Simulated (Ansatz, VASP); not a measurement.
# SnO2: VASP beside Ansatz

Contents of POSCAR:

```
SnO2
1.0
    0.0050669339      2.5385339043      2.5385339043
    2.5385339043      0.0050669339      2.5385339043
    2.5385339043      2.5385339043      0.0050669339
Sn O
1 2
Direct
    0.0000000000      0.0000000000      0.0000000000
    0.2500000000      0.2500000000      0.2500000000
    0.7500000000      0.7500000000      0.7500000000
```

Contents of INCAR.step1:

```
PREC = Accurate
ENCUT = 520
ISMEAR = 0
SIGMA = 0.01
LREAL = False
LASPH = True
NELM = 100
NBANDS = 20
GGA = PE
ALGO = Normal
EDIFF = 1E-4
LWAVE = True
LCHARG = False
```

The input INCAR.step2:

```
PREC = Accurate
ENCUT = 520
EDIFF = 1E-7
ISMEAR = 0
SIGMA = 0.01
LREAL = False
LASPH = True
NELM = 100
ALGO = Normal
ISIF = 2
LWAVE = False
LCHARG = False
METAGGA = R2SCAN
LMIXTAU = True
NBANDS = 20
ISTART = 1
```

File KPOINTS:

```
regular mesh
0
Gamma
  8 8 8
```

Input for Ansatz:

```yaml
crystal:
  lattice:
    - [0.0050669339, 2.5385339043, 2.5385339043]
    - [2.5385339043, 0.0050669339, 2.5385339043]
    - [2.5385339043, 2.5385339043, 0.0050669339]
  atoms:
    - { symbol: Sn, position: [0.0, 0.0, 0.0] }
    - { symbol: O, position: [0.25, 0.25, 0.25] }
    - { symbol: O, position: [0.75, 0.75, 0.75] }
kpoints:
  mp_grid: { grid: [8, 8, 8] }
  band_path:
    path:
      - [0.0, 0.0, 0.0]
      - [0.5, 0.0, 0.5]
      - [0.625, 0.25, 0.625]
      - [0.375, 0.375, 0.75]
      - [0.5, 0.5, 0.5]
      - [0.5, 0.25, 0.75]
    npoints: 1
hamiltonian:
  xc: r2scan
scf:
  occupations: { method: fixed }
  n_extra_bands: 4
output:
  forces: true
  stress: true
  eigenvalues: true
```

Change from the starting cell: shear_111 strain +0.3%.

Alike in both runs: task single point; functional r2SCAN; k mesh 8 × 8 × 8; no spin polarisation.

|  | VASP | Ansatz |
| --- | --- | --- |
| version | VASP 6.6.1 | Ansatz 0.2.0 |
| potentials or method | VASP PAW PBE potentials, release 64 (Sn_d, O) | plane waves, PAW |
| plane-wave cutoff (eV) | 520 | 500 |
| occupations | gaussian, width 0.01 eV | fixed |
| valence electrons in the cell | 26 | 26 |

|  | VASP | Ansatz | Ansatz less VASP |
| --- | --- | --- | --- |
| gap on the k mesh at the Fermi level (eV) | 0.83 | 0.81 | -0.019 |
| pressure (GPa) | 0.7 | -0.7 | -1.34 |
| rms of the force components (eV/Å) | 0.004 | 0.004 | -0.0005 |

VASP's potentials were made for PBE, not for r2SCAN. Atom by atom the forces differ by 0.001 eV/Å (rms over components).
